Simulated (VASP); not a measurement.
## LiH: relaxation of cell and atoms with PBE

Crystal: LiH.

```
Li H
1.0
     2.41716    0.00000    0.00000
    -1.20858    2.09332    0.00000
     0.00000    0.00000    3.94722
Li H
2 2
Direct
  0.33333 0.66667 0.00000
  0.66667 0.33333 0.50000
  0.33333 0.66667 0.37500
  0.66667 0.33333 0.87500
```

| Property | Result |
| --- | --- |
| Program | VASP 6.6.1 |
| Task | relaxation of cell and atoms |
| Functional | PBE |
| Potentials or basis | VASP PAW PBE potentials, release 64 (Li_sv, H_h) |
| Cutoff | 1230 eV |
| k mesh | 12 × 12 × 6 |
| Occupations | fermi-dirac, width 0.02 eV |
| Spin | no spin polarisation |
| Dipole correction | no |
| Further INCAR settings | ALGO = Normal; EDIFF = 1e-07; IBRION = 2; EDIFFG = -0.005; NSW = 80; ISIF = 3 |

| Property | Result |
| --- | --- |
| Relaxed volume | 9.62 Å³/atom |
| Relaxed cell | a = 3.108 Å, b = 3.108 Å, c = 4.599 Å, α = 90.00°, β = 90.00°, γ = 120.00° |
| Space group after relaxing (to 0.1 Å) | P6_3mc (No. 186) |
| Energy gained by relaxing | 515.9 meV/atom |
| Ionic steps | 18 |
| Pressure after relaxing | 0.0 GPa |
| Largest force after relaxing | 0.004 eV/Å |
| Band gap on the k mesh | 3.59 eV (least direct gap 4.18 eV) |

Forces in eV/Å, atoms in the order of the input:
```
Li   0.000  0.000 -0.004
Li   0.000  0.000 -0.004
H    0.000  0.000  0.004
H    0.000  0.000  0.004
```

Step by step:
| step | energy change (eV) | largest force (eV/Å) | pressure (GPa) | volume (Å³) |
| --- | --- | --- | --- | --- |
| 1 | 0.0000 | 0.0912 | 56.58 | 19.97 |
| 2 | -1.3152 | 0.0650 | 23.90 | 25.52 |
| 3 | -1.9618 | 0.0389 | 5.75 | 33.24 |
| 4 | -2.0462 | 0.0295 | 1.24 | 37.26 |
| 5 | -2.0522 | 0.0268 | 0.01 | 38.76 |
| 6 | -2.0518 | 0.0260 | -0.33 | 39.22 |
| 7 | -2.0535 | 0.0331 | -0.34 | 39.22 |
| 8 | -2.0570 | 0.0569 | -0.35 | 39.20 |
| 9 | -2.0558 | 0.1165 | -0.33 | 39.13 |
| 10 | -2.0577 | 0.0794 | -0.35 | 39.17 |
| 11 | -2.0598 | 0.0592 | -0.25 | 38.99 |
| 12 | -2.0628 | 0.0065 | 0.09 | 38.44 |
| 13 | -2.0629 | 0.0018 | 0.15 | 38.34 |
| 14 | -2.0629 | 0.0032 | 0.16 | 38.33 |
| 15 | -2.0632 | 0.0010 | 0.10 | 38.38 |
| 16 | -2.0636 | 0.0057 | -0.07 | 38.53 |
| 17 | -2.0636 | 0.0064 | -0.09 | 38.54 |
| 18 | -2.0637 | 0.0035 | -0.05 | 38.46 |

Final structure:
```
Li H
1.0
     3.10760    0.00000    0.00000
    -1.55380    2.69126    0.00000
     0.00000    0.00000    4.59864
Li H
2 2
Direct
  0.33333 0.66667 0.98398
  0.66667 0.33333 0.48398
  0.33333 0.66667 0.39102
  0.66667 0.33333 0.89102
```

Levels at points of the mesh, in eV from the valence-band top:
```csv
k point,band 2,band 3,band 4,band 5,band 6,band 7
"(0.00, 0.00, 0.00)",-43.32,-3.88,-0.35,4.14,12.99,13.66
"(0.50, 0.00, 0.00)",-43.32,-1.27,-0.74,5.07,8.39,8.41
"(0.00, 0.00, 0.50)",-43.34,-2.71,-2.71,9.31,9.31,15.13
"(0.50, 0.00, 0.50)",-43.33,-1.01,-1.01,5.32,5.32,11.54
```

Wall time 4.8 min on 1 thread of AMD EPYC 9R45 96-Core Processor (Zen 5), on a shared host, peak memory 0.17 GiB.

Caveat: the volume moved by over 15 % at a fixed basis, so the end points are rough; the structure was generated, so it needn't be the stable form of LiH. A k mesh can miss the band edges.
